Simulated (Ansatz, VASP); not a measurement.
One calculation of GaSb, two programs

File INCAR:

```
PREC = Accurate
ENCUT = 600
EDIFF = 1E-7
ISMEAR = 0
SIGMA = 0.1
LREAL = False
LASPH = True
NELM = 100
ALGO = Normal
ISIF = 3
LWAVE = False
LCHARG = False
GGA = PE
IBRION = 2
NSW = 90
EDIFFG = -0.04
```

Contents of KPOINTS:

```
regular mesh
0
Gamma
  4 4 4
```

File POSCAR:

```
GaSb
1.0
    7.1944996800      0.0000000000      0.0000000000
    0.0000000000      7.1944996800      0.0000000000
    0.0000000000      0.0000000000      3.9275691700
Ga Sb
4 4
Direct
    0.6692432600      0.6692432600      0.5000000000
    0.1692432600      0.8307567400      0.2500000000
    0.3307567400      0.3307567400      0.0000000000
    0.8307567400      0.1692432600      0.7500000000
    0.8307567400      0.8307567400      0.0000000000
    0.3307567400      0.6692432600      0.7500000000
    0.1692432600      0.1692432600      0.5000000000
    0.6692432600      0.3307567400      0.2500000000
```

Input for Ansatz:

```yaml
crystal:
  lattice:
    - [7.19449968, 0.0, 0.0]
    - [0.0, 7.19449968, 0.0]
    - [0.0, 0.0, 3.92756917]
  atoms:
    - { symbol: Ga, position: [0.66924326, 0.66924326, 0.5] }
    - { symbol: Ga, position: [0.16924326, 0.83075674, 0.25] }
    - { symbol: Ga, position: [0.33075674, 0.33075674, 0.0] }
    - { symbol: Ga, position: [0.83075674, 0.16924326, 0.75] }
    - { symbol: Sb, position: [0.83075674, 0.83075674, 0.0] }
    - { symbol: Sb, position: [0.33075674, 0.66924326, 0.75] }
    - { symbol: Sb, position: [0.16924326, 0.16924326, 0.5] }
    - { symbol: Sb, position: [0.66924326, 0.33075674, 0.25] }
basis:
  ecutwfc: 420
kpoints:
  mp_grid: { grid: [4, 4, 4] }
hamiltonian:
  xc: pbe
scf:
  occupations: { method: gaussian, width: 0.1 }
  lower_state_search: "off"
output:
  forces: true
  stress: true
  eigenvalues: true
relax:
  adjacent_minimum: "off"
  f_tol: 0.04
  max_steps: 70
  cell: { stress_tol: 0.4 }
```

Alike in both runs: task relaxation of cell and atoms; functional PBE; k mesh 4 × 4 × 4; occupations gaussian, width 0.1 eV; no spin polarisation.

```csv
,VASP,Ansatz
version,VASP 6.6.1,Ansatz 0.2.0
potentials or method,"VASP PAW PBE potentials, release 64 (Ga_d, Sb), cutoff 600 eV","scalar-relativistic, plane waves, PAW"
valence electrons in the cell,72,112
```

```csv
,VASP,Ansatz,Ansatz less VASP
"gap on the k mesh at the Fermi level, each at its own relaxed structure (eV)",none,none,-
relaxed volume (Å³/atom),29.52,29.58,+0.057
relaxed cell length with the largest relative difference (Å),7.436,7.442,+0.0068
```

A gap of «none» marks a metal or a gap that the smearing closes. VASP's potentials hold 72 valence electrons a cell and Ansatz's 112, so a difference there can come from the potentials and not from the codes.

The k mesh is coarse, so the values compare programs but aren't converged. Neither program's run includes spin-orbit coupling. Noted on VASP's run: the volume moved by over 15 % at a fixed basis, so the end points are rough.
